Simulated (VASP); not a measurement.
# Li (P6_3/mmc) in VASP: a series of runs

Li is run at these levels: LDA; tasks: single point.

Everything below comes from runs of VASP 6.6.1. Logs are shortened: lines on timing, memory, paths and dates and some standing lists are left out, and cuts for length are marked.

## Step 1: The cell of the first run

It takes space group P6_3/mmc (No. 194, hexagonal). Conventional cell: a = 2.526 Å, b = 2.526 Å, c = 4.119 Å, α = 90.00°, β = 90.00°, γ = 120.00°. Within 3.3 Å of Li (site symmetry -6m2) lie 12 Li at 2.52 to 2.53 Å.

## Step 2: Single point, LDA (volume scaled by 0.6)

Input file INCAR:

```
PREC = Accurate
ENCUT = 520
EDIFF = 1E-6
ISMEAR = -1
SIGMA = 0.05
LREAL = False
LASPH = True
NELM = 100
ALGO = Normal
ISIF = 2
LWAVE = False
LCHARG = False
NBANDS = 10
```

Input file KPOINTS:

```
Automatic mesh
0
Gamma
  14 14 8
```

Input file POSCAR:

```
Li
1.0
    2.5258014293      0.0000000000      0.0000000000
   -1.2629007147      2.1874082027      0.0000000000
    0.0000000000      0.0000000000      4.1188928680
Li
2
Direct
    0.3333333333      0.6666666667      0.2500000000
    0.6666666667      0.3333333333      0.7500000000
```

Potentials or basis: VASP PAW LDA potentials, release 64 (Li_sv).

The run is started by

```bash
$ cat potpaw_LDA.64/Li_sv/POTCAR > POTCAR
$ mpirun -np 1 vasp_std > vasp.out
```

OUTCAR:

```text
PREC = Accurate
   ENCUT = 520
   EDIFF = 1E-6
   ISMEAR = -1
   LREAL = False
   LASPH = True
   NELM = 100
   ISIF = 2

 ion  position               nearest neighbor table
   1  0.333  0.667  0.250-   2 2.52   2 2.52   2 2.52   2 2.52   2 2.52   2 2.52
   2  0.667  0.333  0.750-   1 2.52   1 2.52   1 2.52   1 2.52   1 2.52   1 2.52

  LATTYP: Found a hexagonal cell.
 ALAT       =     2.5258014293
 C/A-ratio  =     1.6307271111

  Lattice vectors:

 A1 = (   2.5258014293,   0.0000000000,   0.0000000000)
 A2 = (  -1.2629007147,   2.1874082027,   0.0000000000)
 A3 = (   0.0000000000,   0.0000000000,   4.1188928680)

Analysis of symmetry for initial positions (statically):
=====================================================================
 Subroutine PRICEL returns:
 Original cell was already a primitive cell.

 Routine SETGRP: Setting up the symmetry group for a
 hexagonal supercell.

 Subroutine GETGRP returns: Found 24 space group operations
 (whereof 12 operations were pure point group operations)
 out of a pool of 24 trial point group operations.

The static configuration has the point symmetry D_3d.
 The point group associated with its full space group is D_6h.

Analysis of symmetry for dynamics (positions and initial velocities):
=====================================================================
 Subroutine PRICEL returns:
 Original cell was already a primitive cell.

 Routine SETGRP: Setting up the symmetry group for a
 hexagonal supercell.

 Subroutine GETGRP returns: Found 24 space group operations
 (whereof 12 operations were pure point group operations)
 out of a pool of 24 trial point group operations.

The dynamic configuration has the point symmetry D_3d.
 The point group associated with its full space group is D_6h.

 Subroutine INISYM returns: Found 24 space group operations
 (whereof 12 operations are pure point group operations),
 and found     1 'primitive' translations

----------------------------------------------------------------------------------------

                                     Primitive cell

  volume of cell :      22.7567

  direct lattice vectors                    reciprocal lattice vectors
     2.525801429  0.000000000  0.000000000     0.395913942  0.228581021  0.000000000
    -1.262900715  2.187408203  0.000000000     0.000000000  0.457162042  0.000000000
     0.000000000  0.000000000  4.118892868     0.000000000  0.000000000  0.242783688

  length of vectors
     2.525801429  2.525801429  4.118892868     0.457162042  0.457162042  0.242783688

  position of ions in fractional coordinates (direct lattice)
     0.333333333  0.666666667  0.250000000
     0.666666667  0.333333333  0.750000000

  ion indices of the primitive-cell ions
   primitive index   ion index
                 1           1
                 2           2

----------------------------------------------------------------------------------------

 KPOINTS: Automatic mesh

Automatic generation of k-mesh.
 Grid dimensions read from file:
 generate k-points for:   14   14    8

 Generating k-lattice:

  Cartesian coordinates                     Fractional coordinates (reciprocal lattice)
     0.028279567  0.016327216  0.000000000     0.071428571 -0.000000000  0.000000000
     0.000000000  0.032654432  0.000000000     0.000000000  0.071428571  0.000000000
     0.000000000  0.000000000  0.030347961     0.000000000  0.000000000  0.125000000

  Length of vectors
     0.032654432  0.032654432  0.030347961

  Shift w.r.t. Gamma in fractional coordinates (k-lattice)
     0.000000000  0.000000000  0.000000000

 Subroutine IBZKPT returns following result:
 ===========================================

 Found    120 irreducible k-points:

 Following reciprocal coordinates:
            Coordinates               Weight
  0.000000  0.000000  0.000000      1.000000
  0.071429  0.000000  0.000000      6.000000
  0.142857  0.000000  0.000000      6.000000
  0.214286  0.000000  0.000000      6.000000
  0.285714  0.000000  0.000000      6.000000
  0.357143  0.000000  0.000000      6.000000
[... 16 lines left out ...]
  0.285714  0.285714  0.000000      6.000000
  0.357143  0.285714  0.000000      6.000000
 [... further k-points ...]
   k-points           NKPTS =    120   k-points in BZ     NKDIM =    120   number of bands    NBANDS=     10
   number of dos      NEDOS =    301   number of ions     NIONS =      2
   total plane-waves  NPLWV =  12800
   dimension x,y,z NGX =    20 NGY =   20 NGZ =   32
   dimension x,y,z NGXF=    40 NGYF=   40 NGZF=   64
   ions per type =               2
   NGX,Y,Z   is equivalent  to a cutoff of  13.16, 13.16, 12.92 a.u.
   NGXF,Y,Z  is equivalent  to a cutoff of  26.33, 26.33, 25.83 a.u.
 SYSTEM =  unknown system
   PREC   = accura    normal or accurate (medium, high low for compatibility)
   ISTART =      0    job   : 0-new  1-cont  2-samecut
   ICHARG =      2    charge: 1-file 2-atom 10-const
   ISPIN  =      1    spin polarized calculation?
   LNONCOLLINEAR =      F non collinear calculations
   LSORBIT =      F    spin-orbit coupling
   LASPH  =      T    aspherical Exc in radial PAW
   ENCUT  =  520.0 eV  38.22 Ry    6.18 a.u.   4.70  4.70  7.66*2*pi/ulx,y,z
   NELM   =    100;   NELMIN=  2; NELMDL= -5     # of ELM steps
   EDIFF  = 0.1E-05   stopping-criterion for ELM
   LREAL  =      F    real-space projection
   EDIFFG = 0.1E-04   stopping-criterion for IOM
   NSW    =      0    number of steps for IOM
   IBRION =     -1    ionic relax: 0-MD 1-quasi-New 2-CG
   NFREE  =      0    steps in history (QN), initial steepest desc. (CG)
   ISIF   =      2    stress and relaxation
   ISYM   =      2    0-nonsym 1-usesym 2-fastsym
   POTIM  = 0.5000    time-step for ionic-motion
   TEBEG  =    0.0;   TEEND  =   0.0 temperature during run
   PSTRESS=    0.0 pullay stress
   NELECT =       6.0000    total number of electrons
   NUPDOWN=      -1.0000    fix difference up-down
   EMIN   =  10.00;   EMAX   =-10.00  energy-range for DOS
   EFERMI =   0.00;   METHOD = LEGACY
   ISMEAR =    -1;   SIGMA  =   0.05  broadening in eV -4-tet -1-fermi 0-gaus
   EFERMI_NEDOS =   21; number of points for ismear=-14 and -15
   IALGO  =     38    algorithm
   IMIX   =      4    mixing-type and parameters
     AMIX     =   0.40;   BMIX     =  1.00
     AMIX_MAG =   1.60;   BMIX_MAG =  1.00
  volume/ion in A,a.u.               =      11.38        76.78
  Fermi-wavevector in a.u.,A,eV,Ry     =   1.049757  1.983753 14.993478  1.101990
  Thomas-Fermi vector in A             =   2.184732
   LORBIT       =      0    0 simple, 1 ext, 2 COOP (PROOUT), +10 PAW based schemes
   GGA     = CA    functional components
   LHFCALC =     F    Hartree Fock is set to
   AEXX    =    0.0000 exact exchange contribution
   IVDW    =     0    specifies the selected vdW correction
   LEPSILON=     F    determine dielectric tensor
   LRPA    =     F    only Hartree local field effects (RPA)
 non-spin polarized calculation
  energy-cutoff  :      520.00
  volume of cell :       22.76
 maximum number of plane-waves:       628
 NGX is ok and might be reduce to    20
   NGX =  9   NGY =  9   NGZ = 15

 number of electron       6.0000002 magnetization

 Free energy of the ion-electron system (eV)
  ---------------------------------------------------
  ext. energy  EPLUGINS =         0.00000000
  ---------------------------------------------------
  free energy    TOTEN  =        -3.50538045 eV

  energy without entropy =       -3.49936043  energy(sigma->0) =       -3.50237044

 E-fermi :   2.6743     XC(G=0):  -8.7764

 val. band max:        2.6418056454   @ k =   0.5000   0.0000   0.2500
 cond. band min:       2.7077121257   @ k =   0.2857   0.0714   0.3750
 fundamental gap:      0.0659064803
 Fermi energy:         2.6742565168

 k-point     1 :       0.0000    0.0000    0.0000
  band No.  band energies     occupation
      1     -42.1962      2.00000
      2     -42.0324      2.00000
      3      -1.2483      2.00000
      4       2.3301      1.99795
      5       8.2508      0.00000
      6      20.9512      0.00000
      7      20.9512      0.00000
      8      22.9745      0.00000
      9      22.9745      0.00000
     10      24.0933      0.00000

 k-point     2 :       0.0714    0.0000    0.0000
  band No.  band energies     occupation
      1     -42.1890      2.00000
      2     -42.0291      2.00000
      3      -1.1631      2.00000
      4       2.4878      1.95309
      5       8.2115      0.00000
      6      19.7175      0.00000
      7      19.9992      0.00000
      8      23.0859      0.00000
      9      23.6300      0.00000
     10      23.9537      0.00000

 k-point     3 :       0.1429    0.0000    0.0000
  band No.  band energies     occupation
      1     -42.1687      2.00000
      2     -42.0202      2.00000
      3      -0.9061      2.00000
      4       2.9606      0.00650
      5       8.0848      0.00000
      6      17.3568      0.00000
      7      18.5639      0.00000
      8      23.1202      0.00000
      9      23.3453      0.00000
     10      23.7799      0.00000

 k-point     4 :       0.2143    0.0000    0.0000
  band No.  band energies     occupation
      1     -42.1387      2.00000
      2     -42.0080      2.00000
      3      -0.4712      2.00000
      4       3.7472      0.00000
      5       7.8283      0.00000
      6      15.0698      0.00000
      7      17.2768      0.00000
      8      20.8575      0.00000
      9      21.0953      0.00000
     10      23.1923      0.00000
[... 222 lines left out ...]
 k-point    22 :       0.3571    0.2143    0.0000
  band No.  band energies     occupation
      1     -42.0168      2.00000
      2     -41.9848      2.00000
      3       3.1032      0.00038
      4       5.5343      0.00000
      5       8.3742      0.00000
      6       9.8171      0.00000
      7      12.0445      0.00000
      8      12.3878      0.00000
      9      17.1655      0.00000
     10      19.7743      0.00000

 k-point    23 :       0.2857    0.2857    0.0000
  band No.  band energies     occupation
      1     -42.0140      2.00000
      2     -41.9854      2.00000
      3       3.1813      0.00008
      4       6.6617      0.00000
      5       6.8254      0.00000
      6       9.7325      0.00000
      7      11.9520      0.00000
      8      13.4917      0.00000
      9      15.6873      0.00000
     10      20.2174      0.00000

 k-point    24 :       0.3571    0.2857    0.0000
  band No.  band energies     occupation
      1     -42.0026      2.00000
      2     -41.9901      2.00000
      3       3.9608      0.00000
      4       5.7335      0.00000
      5       6.7315      0.00000
      6      11.1725      0.00000
      7      11.7064      0.00000
      8      12.1755      0.00000
      9      15.1014      0.00000
     10      20.3022      0.00000

 [... further k-points ...]

------------------------ aborting loop because EDIFF is reached ----------------------------------------

  FORCE on cell =-STRESS in cart. coord.  units (eV):
  Direction    XX          YY          ZZ          XY          YZ          ZX
  --------------------------------------------------------------------------------------
  -------------------------------------------------------------------------------------
  Total        2.5574694      2.5574694      2.5755954     -0.0000000     -0.0000000      0.0000000
  in kB      180.0576128    180.0576128    181.3337705     -0.0000000     -0.0000000      0.0000000
  external PRESSURE =     180.4829987 kB  Pullay stress =       0.0000000 kB

 VOLUME and BASIS-vectors are now :
 -----------------------------------------------------------------------------
  energy-cutoff  :      520.00
  volume of cell :       22.76
      direct lattice vectors                 reciprocal lattice vectors
     2.525801429  0.000000000  0.000000000     0.395913942  0.228581021  0.000000000
    -1.262900715  2.187408203  0.000000000     0.000000000  0.457162042  0.000000000
     0.000000000  0.000000000  4.118892868     0.000000000  0.000000000  0.242783688

 POSITION                                       TOTAL-FORCE (eV/Angst)
 -----------------------------------------------------------------------------------
     -0.00000      1.45827      1.02972        -0.000000      0.000000      0.000000
      1.26290      0.72914      3.08917         0.000000     -0.000000      0.000000
 -----------------------------------------------------------------------------------
    total drift:                               -0.000000      0.000000     -0.000000

  FREE ENERGIE OF THE ION-ELECTRON SYSTEM (eV)
  ---------------------------------------------------
  free  energy   TOTEN  =        -3.5053804544 eV

  energy  without entropy=       -3.4993604343  energy(sigma->0) =       -3.50237044
```

Run time: 12 s. Hardware: 1 thread of Intel Xeon 6975P-C, shared host; peak memory 0.13 GiB.

Results:

| Item | Value |
| --- | --- |
| Free energy | -3.5054 eV |
| Band gap on the k mesh | zero (band 3 reaches 5.18 eV, above the bottom of band 4 at -0.06 eV) |

Caveat: the cutoff is under 1.25 times the usual one of these potentials, so pressure, stress and relaxed cells hold a basis-set (Pulay) error.

## Step 3: Single point, LDA (volume scaled by 0.6)

Input file INCAR:

```
SYSTEM = Li
PREC = Accurate
ENCUT = 520
EDIFF = 1E-6
ISMEAR = -1
SIGMA = 0.05
LREAL = .False.
LASPH = .True.
NELM = 100
ALGO = Normal
ISIF = 2
LWAVE = .False.
LCHARG = .False.
NBANDS = 10
```

Input file KPOINTS:

```
regular mesh
0
Gamma
  14 14 8
  0 0 0
```

POSCAR is that of step 2.

Potentials or basis: VASP PAW LDA potentials, release 64 (Li_sv).

The run is started by

```bash
$ cat potpaw_LDA.64/Li_sv/POTCAR > POTCAR
$ mpirun -np 1 vasp_std > vasp.out
```

OUTCAR:

```text
SYSTEM = Li
   PREC = Accurate
   ENCUT = 520
   EDIFF = 1E-6
   ISMEAR = -1
   LREAL = .False.
   LASPH = .True.
   NELM = 100
   ISIF = 2

 ion  position               nearest neighbor table
   1  0.333  0.667  0.250-   2 2.52   2 2.52   2 2.52   2 2.52   2 2.52   2 2.52
   2  0.667  0.333  0.750-   1 2.52   1 2.52   1 2.52   1 2.52   1 2.52   1 2.52

  LATTYP: Found a hexagonal cell.
 ALAT       =     2.5258014293
 C/A-ratio  =     1.6307271111

  Lattice vectors:

 A1 = (   2.5258014293,   0.0000000000,   0.0000000000)
 A2 = (  -1.2629007147,   2.1874082027,   0.0000000000)
 A3 = (   0.0000000000,   0.0000000000,   4.1188928680)

Analysis of symmetry for initial positions (statically):
=====================================================================
 Subroutine PRICEL returns:
 Original cell was already a primitive cell.

 Routine SETGRP: Setting up the symmetry group for a
 hexagonal supercell.

 Subroutine GETGRP returns: Found 24 space group operations
 (whereof 12 operations were pure point group operations)
 out of a pool of 24 trial point group operations.

The static configuration has the point symmetry D_3d.
 The point group associated with its full space group is D_6h.
[... 172 lines left out ...]
      2     -42.0324      2.00000
      3      -1.2483      2.00000
      4       2.3301      1.99795
      5       8.2508      0.00000
      6      20.9512      0.00000
      7      20.9512      0.00000
      8      22.9745      0.00000
      9      22.9745      0.00000
     10      24.0933      0.00000
[... 287 lines left out ...]
 k-point    24 :       0.3571    0.2857    0.0000
  band No.  band energies     occupation
      1     -42.0026      2.00000
      2     -41.9901      2.00000
      3       3.9608      0.00000
      4       5.7335      0.00000
      5       6.7315      0.00000
      6      11.1725      0.00000
      7      11.7064      0.00000
      8      12.1755      0.00000
      9      15.1014      0.00000
     10      20.3022      0.00000

 [... further k-points ...]

------------------------ aborting loop because EDIFF is reached ----------------------------------------

  FORCE on cell =-STRESS in cart. coord.  units (eV):
  Direction    XX          YY          ZZ          XY          YZ          ZX
  --------------------------------------------------------------------------------------
  -------------------------------------------------------------------------------------
  Total        2.5574694      2.5574694      2.5755954     -0.0000000     -0.0000000      0.0000000
  in kB      180.0576128    180.0576128    181.3337705     -0.0000000     -0.0000000      0.0000000
  external PRESSURE =     180.4829987 kB  Pullay stress =       0.0000000 kB

 VOLUME and BASIS-vectors are now :
 -----------------------------------------------------------------------------
  energy-cutoff  :      520.00
  volume of cell :       22.76
      direct lattice vectors                 reciprocal lattice vectors
     2.525801429  0.000000000  0.000000000     0.395913942  0.228581021  0.000000000
    -1.262900715  2.187408203  0.000000000     0.000000000  0.457162042  0.000000000
     0.000000000  0.000000000  4.118892868     0.000000000  0.000000000  0.242783688

 POSITION                                       TOTAL-FORCE (eV/Angst)
 -----------------------------------------------------------------------------------
     -0.00000      1.45827      1.02972        -0.000000      0.000000      0.000000
      1.26290      0.72914      3.08917         0.000000     -0.000000      0.000000
 -----------------------------------------------------------------------------------
    total drift:                               -0.000000      0.000000     -0.000000

  FREE ENERGIE OF THE ION-ELECTRON SYSTEM (eV)
  ---------------------------------------------------
  free  energy   TOTEN  =        -3.5053804544 eV

  energy  without entropy=       -3.4993604343  energy(sigma->0) =       -3.50237044
```

stdout:

```text
POSCAR found type information on POSCAR Li
 POSCAR found :  1 types and       2 ions
 scaLAPACK will be used
 LDA part: xc-table for (Slater(with rela. corr.)+CA(PZ))
 , standard interpolation
 POSCAR, INCAR and KPOINTS ok, starting setup
 FFT: planning ... GRIDC
 FFT: planning ... GRID_SOFT
 FFT: planning ... GRID
 WAVECAR not read
 entering main loop
```

It took 12 s on 1 thread of Intel Xeon 6975P-C, shared host; peak memory 0.13 GiB.

Results:

```
Free energy            : -3.5054 eV
Band gap on the k mesh : zero (band 3 reaches 5.18 eV, above the bottom of band 4 at -0.06 eV)
```

Caveat: the cutoff is under 1.25 times the usual one of these potentials, so pressure, stress and relaxed cells hold a basis-set (Pulay) error.

## Step 4: Single point, LDA (volume scaled by 0.68)

Input file INCAR:

```
PREC = Accurate
ENCUT = 520
EDIFF = 1E-6
ISMEAR = -1
SIGMA = 0.05
LREAL = False
LASPH = True
NELM = 100
ALGO = Normal
ISIF = 2
LWAVE = False
LCHARG = False
GGA = CA
NBANDS = 10
```

Input file KPOINTS:

```
regular mesh
0
Gamma
  14 14 8
```

Input file POSCAR:

```
Li
1.0
    2.6334096668      0.0000000000      0.0000000000
   -1.3167048334      2.2805996700      0.0000000000
    0.0000000000      0.0000000000      4.2943725382
Li
2
Direct
    0.3333333333      0.6666666667      0.2500000000
    0.6666666667      0.3333333333      0.7500000000
```

The run is started by

```bash
$ cat potpaw_LDA.64/Li_sv/POTCAR > POTCAR
$ mpirun -np 1 vasp_std > vasp.out
```

Run time: 13 s. Hardware: 1 thread of Intel Xeon 6975P-C, shared host; peak memory 0.13 GiB.

It converged, with:

```yaml
Free_energy: -3.7791 eV
Band_gap_on_the_k_mesh: zero (band 3 reaches 4.49 eV, above the bottom of band 4 at -0.56 eV)
```

Levels at points of the mesh, in eV from the Fermi level:
| k point | band 1 | band 2 | band 3 | band 4 | band 5 | band 6 |
| --- | --- | --- | --- | --- | --- | --- |
| (0.00, 0.00, 0.00) | -44.97 | -44.86 | -3.89 | -0.25 | 4.89 | 16.78 |
| (0.50, 0.00, 0.00) | -44.86 | -44.83 | -0.24 | 1.70 | 6.14 | 7.64 |
| (0.00, 0.00, 0.50) | -44.92 | -44.92 | -2.69 | -2.69 | 10.97 | 10.97 |
| (0.50, 0.00, 0.50) | -44.85 | -44.85 | 0.70 | 0.70 | 5.35 | 5.35 |

Caveat: the cutoff is under 1.25 times the usual one of these potentials, so pressure, stress and relaxed cells hold a basis-set (Pulay) error.
